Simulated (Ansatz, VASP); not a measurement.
Two plane-wave programs on Ti

Contents of INCAR:

```
SYSTEM = Ti
PREC = Accurate
ENCUT = 520
EDIFF = 1E-6
ISMEAR = 0
SIGMA = 0.1
LREAL = .False.
LASPH = .True.
NELM = 60
ALGO = Normal
ISIF = 2
LWAVE = .False.
LCHARG = .False.
LDIPOL = .True.
IDIPOL = 3
DIPOL = 0.5 0.5 0.277
GGA = PE
NBANDS = 45
```

KPOINTS

```
regular mesh
0
Gamma
  6 6 1
  0 0 0
```

File POSCAR:

```
Ti
1.0
    4.6037402164      0.0000000000      0.0000000000
   -2.3018701082      3.9869559799      0.0000000000
    0.0000000000      0.0000000000     22.4968206792
Ti
6
Direct
    0.6666666667      0.3333333333      0.1778029019
    0.3333333333      0.6666666667      0.2195747837
    0.0000000000      0.0000000000      0.2613466656
    0.6666666667      0.3333333333      0.2980472718
    0.3333333333      0.6666666667      0.3304570052
    0.0000000000      0.0000000000      0.3776898434
```

Input for Ansatz:

```yaml
crystal:
  lattice:
    - [4.6037402164, 0.0, 0.0]
    - [-2.3018701082, 3.9869559799, 0.0]
    - [0.0, 0.0, 22.4968206792]
  atoms:
    - { symbol: Ti, position: [0.6666666667, 0.3333333333, 0.1778029019] }
    - { symbol: Ti, position: [0.3333333333, 0.6666666667, 0.2195747837] }
    - { symbol: Ti, position: [0.0, 0.0, 0.2613466656] }
    - { symbol: Ti, position: [0.6666666667, 0.3333333333, 0.2980472718] }
    - { symbol: Ti, position: [0.3333333333, 0.6666666667, 0.3304570052] }
    - { symbol: Ti, position: [0.0, 0.0, 0.3776898434] }
basis:
  ecutwfc: 420
kpoints:
  mp_grid: { grid: [6, 6, 1] }
hamiltonian:
  xc: pbe
  pseudopotentials: { kind: paw, azcp: { folder: soft_1 } }
scf:
  occupations: { method: gaussian, width: 0.1 }
output:
  forces: true
  eigenvalues: true
efield:
  axis: 3
  dipole_correction: true
  ramp_width: 0.04
```

Alike in both runs: task single point; functional PBE; k mesh 6 × 6 × 1; occupations gaussian, width 0.1 eV; no spin polarisation.

|  | VASP | Ansatz |
| --- | --- | --- |
| version | VASP 6.6.1 | Ansatz 0.2.0 |
| potentials or method | VASP PAW PBE potentials, release 64 (Ti_sv), cutoff 520 eV | scalar-relativistic, plane waves, PAW |
| valence electrons in the cell | 72 | 72 |

VASP gave:

| Item | Value |
| --- | --- |
| gap on the k mesh at the Fermi level (eV) | none |
| rms of the force components (eV/Å) | 0.183 |

**Question.** What did Ansatz give for the same quantities?

**Answer.** gap on the k mesh at the Fermi level (eV): none; rms of the force components (eV/Å): 0.184.

Atom by atom the forces differ by 0.006 eV/Å (rms over components). A gap of «none» marks a metal or a gap that the smearing closes.
